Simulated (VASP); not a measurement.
Here is a VASP 6.6.1 calculation.

Contents of INCAR:

```
ALGO = Normal
EDIFF = 1E-6
ENCUT = 520
GGA = PE
ISIF = 2
ISMEAR = -1
LASPH = T
LCHARG = T
LELF = T
LREAL = F
LVHAR = T
LWAVE = F
NBANDS = 19
NELM = 100
PREC = Accurate
SIGMA = 0.05
```

KPOINTS

```
k-points
0
Gamma
  16 16 9
```

Contents of POSCAR:

```
Zn
1.0
    2.6700000000      0.0000000000      0.0000000000
   -1.3350000000      2.3122878281      0.0000000000
    0.0000000000      0.0000000000      4.9660000000
Zn
2
Direct
    0.6666666667      0.3333333333      0.7500000000
    0.3333333333      0.6666666667      0.2500000000
```

Potentials or basis: VASP PAW PBE potentials, release 64 (Zn).

Launch:

```bash
$ cat potpaw_PBE.64/Zn/POTCAR > POTCAR
$ mpirun -np 1 vasp_std > vasp.out
```

(1) Predict the pressure.

(2) Estimate the band gap on the k mesh.

## Answers

(1) -0.6 GPa.

(2) zero (band 12 reaches 4.30 eV, above the bottom of band 13 at -0.01 eV).
